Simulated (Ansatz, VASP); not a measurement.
**Ti in VASP and in Ansatz**

```xyz
2
Lattice="2.8641 0.0000 0.0000 -1.4321 2.4804 0.0000 0.0000 0.0000 4.5354" Properties=species:S:1:pos:R:3 pbc="T T T"
Ti    0.0000    1.6536    1.1338
Ti    1.4321    0.8268    3.4015
```

Alike in both runs: functional LDA; k mesh 18 × 18 × 10; occupations gaussian, width 0.1 eV; no spin polarisation.

Ansatz relaxed the structure, and its values are those at the end. VASP's run is a single point on that final structure, the one shown.

```csv
,VASP,Ansatz
version,VASP 6.6.1,Ansatz 0.2.0
potentials or method,"VASP PAW LDA potentials, release 64 (Ti_sv), cutoff 520 eV","scalar-relativistic, plane waves, PAW"
valence electrons in the cell,24,24
```

Ansatz gave:

* gap on the k mesh at the Fermi level (eV): none
* pressure (GPa): 0.0

**Question.** Estimate VASP's values.

**Answer.** gap on the k mesh at the Fermi level (eV): none; pressure (GPa): -0.2.

Ansatz warns that its potentials were made for another functional, while VASP's fit it. LDA's correlation is that of Perdew and Zunger in VASP and of Perdew and Wang (1992) in Ansatz. A gap of «none» marks a metal or a gap that the smearing closes.
